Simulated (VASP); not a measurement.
Nb2As, 3 atoms in the cell. Symmetry: Fm-3m, No. 225, cubic system. Conventional cell: a = 6.262 Å, b = 6.262 Å, c = 6.262 Å, α = 90.00°, β = 90.00°, γ = 90.00°. Nb (site symmetry -43m) has 4 As at 2.71 Å and 6 Nb at 3.13 Å within 3.6 Å. As (site symmetry m-3m) has 8 Nb at 2.71 Å within 3.6 Å. The cell was built from a structure type or drawn by symmetry, and may not be a known phase.

| Quantity | Value |
| --- | --- |
| Program | VASP 6.6.1 |
| Task | relaxation of cell and atoms |
| Functional | PBE |
| Potentials or basis | VASP PAW PBE potentials, release 64 (Nb_sv, As) |
| Cutoff | 600 eV |
| k mesh | 6 × 6 × 6 |
| Occupations | gaussian, width 0.1 eV |
| Spin | no spin polarisation |
| Dipole correction | no |
| Further INCAR settings | ALGO = Normal; EDIFF = 1e-06; IBRION = 2; EDIFFG = -0.04; NSW = 90; ISIF = 3 |

Potentials or basis: VASP PAW PBE potentials, release 64 (Nb_sv, As).

Launch:

```console
$ cat potpaw_PBE.64/Nb_sv/POTCAR potpaw_PBE.64/As/POTCAR > POTCAR
$ mpirun -np 1 vasp_std > vasp.out
```

Hardware: 1 thread of Intel(R) Xeon(R) Platinum 8259CL CPU @ 2.50GHz (Skylake/Cascade Lake), on a shared host.

Task: Estimate the wall time of this run.

Result: It took 110 s on 1 thread of Intel(R) Xeon(R) Platinum 8259CL CPU @ 2.50GHz (Skylake/Cascade Lake), with other jobs on the host, peak memory 0.23 GiB. Counts: scf iterations 60, k points 16, ion steps 3.
